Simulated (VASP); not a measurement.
A run of VASP 6.6.1 is set up as follows.

INCAR

```
ALGO = Normal
EDIFF = 1E-6
ENCUT = 520
GGA = PE
ISIF = 2
ISMEAR = 0
LASPH = True
LCHARG = True
LELF = True
LREAL = False
LVHAR = True
LWAVE = False
NBANDS = 26
NELM = 60
PREC = Accurate
SIGMA = 0.1
```

Contents of KPOINTS:

```
k-points
0
Gamma
  8 8 8
```

POSCAR

```
TlTe3P
1.0
    5.3939760794      0.0000000000      0.0000000000
    0.0000000000      5.3939760794      0.0000000000
    0.0000000000      0.0000000000      5.3939760794
Tl Te P
1 3 1
Direct
    0.0000000000      0.0000000000      0.0000000000
    0.0000000000      0.5000000000      0.5000000000
    0.5000000000      0.0000000000      0.5000000000
    0.5000000000      0.5000000000      0.0000000000
    0.5000000000      0.5000000000      0.5000000000
```

Potentials or basis: VASP PAW PBE potentials, release 64 (Tl_d, Te, P).

Run with:

```bash
$ cat potpaw_PBE.64/Tl_d/POTCAR potpaw_PBE.64/Te/POTCAR potpaw_PBE.64/P/POTCAR > POTCAR
$ mpirun -np 1 vasp_std > vasp.out
```

Q: What does it give for the pressure?

A: -0.1 GPa.

Q: Predict the band gap on the k mesh.

A: Zero (bands 18 and 19 overlap by 1.25 eV).

Caveat: spin-orbit coupling is left out, which moves the levels of the heavy elements.
